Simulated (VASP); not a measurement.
A run of VASP 6.6.1:

INCAR

```
PREC = Accurate
ENCUT = 520
EDIFF = 1E-6
ISMEAR = 0
SIGMA = 0.1
LREAL = F
LASPH = T
NELM = 150
ALGO = Normal
ISIF = 2
LWAVE = F
LCHARG = T
ISPIN = 2
MAGMOM = 1 1 1 1 0 0 0 0
LORBIT = 11
LMAXMIX = 4
GGA = PS
LELF = T
LVHAR = T
NBANDS = 48
```

The input KPOINTS:

```
regular mesh
0
Gamma
  8 8 8
```

The input POSCAR:

```
MnSi
1.0
    4.2842766303      0.0000000000      0.0000000000
    0.0000000000      4.2842766303      0.0000000000
    0.0000000000      0.0000000000      4.2842766303
Mn Si
4 4
Direct
    0.1403540626      0.1403540626      0.1403540626
    0.3596459374      0.8596459374      0.6403540626
    0.6403540626      0.3596459374      0.8596459374
    0.8596459374      0.6403540626      0.3596459374
    0.8465958759      0.8465958759      0.8465958759
    0.6534041241      0.1534041241      0.3465958759
    0.3465958759      0.6534041241      0.1534041241
    0.1534041241      0.3465958759      0.6534041241
```

Potentials or basis: VASP PAW PBE potentials, release 64 (Mn_pv, Si).

Run with:

```sh
$ cat potpaw_PBE.64/Mn_pv/POTCAR potpaw_PBE.64/Si/POTCAR > POTCAR
$ mpirun -np 1 vasp_std > vasp.out
```

Hardware: 1 thread of AMD EPYC 9R14 (Zen 4) (shared host).

Task: Estimate the wall time of this run.

Result: It took 2.4 min on 1 thread of AMD EPYC 9R14 (Zen 4) (shared host), peak memory 0.33 GiB. Counts: scf iterations 14, k points 45.
